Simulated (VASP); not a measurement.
# NaF in VASP: notebook, part 2 of 2

VASP 6.6.1. Earlier steps stand in the parts before.

### Step 3. Relaxation of cell and atoms, PBE

INCAR

```
SYSTEM = NaF
PREC     = Accurate       ! precision mode
ENCUT    = 600            ! plane-wave cutoff, eV
EDIFF    = 1E-6           ! SCF threshold, eV
ISMEAR   = 0              ! smearing method
SIGMA    = 0.02           ! smearing width, eV
LREAL    = .False.        ! projectors in reciprocal space
LASPH    = .True.         ! aspherical terms in the spheres
NELM     = 80             ! most SCF steps
ALGO     = Normal         ! electronic algorithm
ISIF     = 3              ! what is computed and relaxed
LWAVE    = .False.        ! write WAVECAR
LCHARG   = .False.        ! write CHGCAR
GGA      = PE             ! functional
IBRION   = 2              ! ionic algorithm
NSW      = 100            ! ionic steps
EDIFFG   = -0.01          ! ionic threshold
```

KPOINTS

```
regular mesh
0
Gamma
  8 8 8
  0 0 0
```

POSCAR

```
NaF
1.0
    0.0000000000      2.3502771129      2.3502771129
    2.3502771129      0.0000000000      2.3502771129
    2.3502771129      2.3502771129      0.0000000000
Na F
1 1
Direct
    0.0000000000      0.0000000000      0.0000000000
    0.5000000000      0.5000000000      0.5000000000
```

Potentials or basis: VASP PAW PBE potentials, release 64 (Na_pv, F).

On the command line:

```
$ cat potpaw_PBE.64/Na_pv/POTCAR potpaw_PBE.64/F/POTCAR > POTCAR
$ mpirun -np 1 vasp_std > vasp.out
```

OUTCAR:

```text
SYSTEM = NaF
   PREC = Accurate
   ENCUT = 600
   EDIFF = 1E-6
   ISMEAR = 0
   LREAL = .False.
   LASPH = .True.
   NELM = 80
   ISIF = 3
   GGA = PE
   IBRION = 2
   NSW = 100
   EDIFFG = -0.01

 ion  position               nearest neighbor table
   1  0.000  0.000  0.000-
   2  0.500  0.500  0.500-

  LATTYP: Found a face centered cubic cell.
 ALAT       =     4.7005542258

  Lattice vectors:

 A1 = (   0.0000000000,   2.3502771129,   2.3502771129)
 A2 = (   2.3502771129,   0.0000000000,   2.3502771129)
 A3 = (   2.3502771129,   2.3502771129,   0.0000000000)

Analysis of symmetry for initial positions (statically):
=====================================================================
 Subroutine PRICEL returns:
 Original cell was already a primitive cell.

 Routine SETGRP: Setting up the symmetry group for a
 face centered cubic supercell.

 Subroutine GETGRP returns: Found 48 space group operations
 (whereof 48 operations were pure point group operations)
[... 212 lines left out ...]

 val. band max:       -2.2559810695   @ k =   0.0000   0.0000   0.0000
 cond. band min:       3.8345463280   @ k =   0.0000   0.0000   0.0000
 fundamental gap:      6.0905273975
 Fermi energy:        -2.1470764397

 k-point     1 :       0.0000    0.0000    0.0000
  band No.  band energies     occupation
      1     -21.3643      2.00000
      2     -21.3229      2.00000
      3     -21.3229      2.00000
      4     -21.3229      2.00000
      5      -2.2560      2.00000
      6      -2.2560      2.00000
      7      -2.2560      2.00000
      8       3.8345      0.00000
      9      16.4351      0.00000
     10      16.4351      0.00000
     11      16.4351      0.00000
[... 309 lines left out ...]
 k-point    24 :      -0.3750    0.2500    0.1250
  band No.  band energies     occupation
      1     -21.8873      2.00000
      2     -21.3702      2.00000
      3     -21.3499      2.00000
      4     -20.6521      2.00000
      5      -3.4941      2.00000
      6      -2.8000      2.00000
      7      -2.5704      2.00000
      8       9.2703      0.00000
      9      10.1409      0.00000
     10      14.4488      0.00000
     11      16.2538      0.00000

 [... further k-points ...]
[... 5 lines left out ...]
  --------------------------------------------------------------------------------------
  -------------------------------------------------------------------------------------
  Total        0.0026732      0.0026732      0.0026732      0.0000000      0.0000000      0.0000000
  in kB        0.1653912      0.1653912      0.1653912      0.0000000      0.0000000      0.0000000
  external PRESSURE =       0.1653912 kB  Pullay stress =       0.0000000 kB

 VOLUME and BASIS-vectors are now :
 -----------------------------------------------------------------------------
  energy-cutoff  :      600.00
  volume of cell :       25.90
      direct lattice vectors                 reciprocal lattice vectors
    -0.000000000  2.348196403  2.348196403    -0.212929378  0.212929378  0.212929378
     2.348196403 -0.000000000  2.348196403     0.212929378 -0.212929378  0.212929378
     2.348196403  2.348196403 -0.000000000     0.212929378  0.212929378 -0.212929378

 POSITION                                       TOTAL-FORCE (eV/Angst)
 -----------------------------------------------------------------------------------
      2.34820      4.69639      2.34820         0.000000      0.000000     -0.000000
      2.34820      2.34820      2.34820         0.000000     -0.000000      0.000000
 -----------------------------------------------------------------------------------
    total drift:                                0.000000      0.000000      0.000000

  FREE ENERGIE OF THE ION-ELECTRON SYSTEM (eV)
  ---------------------------------------------------
  free  energy   TOTEN  =        -8.5713025092 eV

  energy  without entropy=       -8.5713025092  energy(sigma->0) =       -8.57130251

 reached required accuracy - stopping structural energy minimisation
```

OSZICAR:

```text
N       E                     dE             d eps       ncg     rms          rms(c)
DAV:   1     0.120479373797E+03    0.12048E+03   -0.90042E+03   641   0.170E+03
DAV:   2    -0.225042118231E+01   -0.12273E+03   -0.11443E+03   671   0.378E+02
DAV:   3    -0.939812743567E+01   -0.71477E+01   -0.71280E+01   740   0.952E+01
DAV:   4    -0.947306948089E+01   -0.74942E-01   -0.74933E-01   683   0.103E+01
DAV:   5    -0.947386805968E+01   -0.79858E-03   -0.79856E-03   752   0.111E+00    0.542E+00
DAV:   6    -0.858138658920E+01    0.89248E+00   -0.39192E+00   761   0.185E+01    0.189E+00
DAV:   7    -0.856918911962E+01    0.12197E-01   -0.31385E-02   647   0.264E+00    0.105E+00
DAV:   8    -0.857038826694E+01   -0.11991E-02   -0.30948E-02   641   0.462E+00    0.127E-01
DAV:   9    -0.857134605522E+01   -0.95779E-03   -0.43940E-03   707   0.712E-01    0.987E-02
DAV:  10    -0.857123775213E+01    0.10830E-03   -0.62481E-04   668   0.329E-01    0.940E-03
DAV:  11    -0.857123583999E+01    0.19121E-05   -0.17566E-05   731   0.995E-02    0.350E-03
DAV:  12    -0.857123607189E+01   -0.23189E-06   -0.14772E-06   653   0.271E-02
   1 F= -.85712361E+01 E0= -.85712361E+01  d E =-.857124E+01
       N       E                     dE             d eps       ncg     rms          rms(c)
DAV:   1    -0.857222903175E+01   -0.99319E-03   -0.18030E-02   755   0.229E+00    0.241E-01
DAV:   2    -0.857138695635E+01    0.84208E-03   -0.36060E-03   758   0.660E-01    0.646E-02
DAV:   3    -0.857132480617E+01    0.62150E-04   -0.13296E-04   727   0.288E-01    0.337E-02
DAV:   4    -0.857130283266E+01    0.21974E-04   -0.20508E-05   725   0.168E-01    0.545E-03
DAV:   5    -0.857130250920E+01    0.32346E-06   -0.29487E-06   610   0.298E-02
   2 F= -.85713025E+01 E0= -.85713025E+01  d E =-.664373E-04
```

CONTCAR:

```text
NaF
   1.00000000000000
    -0.0000000000000000    2.3481964030372517    2.3481964030372517
     2.3481964030372517   -0.0000000000000000    2.3481964030372517
     2.3481964030372517    2.3481964030372517   -0.0000000000000000
  Na              F
     1     1
Direct
     1.0000000000000000    0.0000000000000000    1.0000000000000000
     0.5000000000000000    0.5000000000000000    0.5000000000000000

  0.00000000E+00  0.00000000E+00  0.00000000E+00
  0.00000000E+00  0.00000000E+00  0.00000000E+00
```

Wall time 12 s (1 thread of Intel Xeon Platinum 8488C (Sapphire Rapids), shared host); peak memory 0.15 GiB.

What came out:

| Quantity | Value |
| --- | --- |
| Free energy | -8.5713 eV |
| Relaxed volume | 12.95 Å³/atom |
| Relaxed cell | a = 3.321 Å, b = 3.321 Å, c = 3.321 Å, α = 60.00°, β = 60.00°, γ = 60.00° |
| Space group after relaxing (to 0.1 Å) | Fm-3m (No. 225) |
| Energy gained by relaxing | 0.0 meV/atom |
| Ionic steps | 2 |
| Pressure after relaxing | 0.0 GPa |
| Band gap on the k mesh | 6.09 eV |

Final structure:
```yaml
crystal:
  lattice:
    - [0.00000, 2.34820, 2.34820]
    - [2.34820, 0.00000, 2.34820]
    - [2.34820, 2.34820, 0.00000]
  atoms:
    - { symbol: Na, position: [0.00000, 0.00000, 0.00000] }
    - { symbol: F, position: [0.50000, 0.50000, 0.50000] }
```
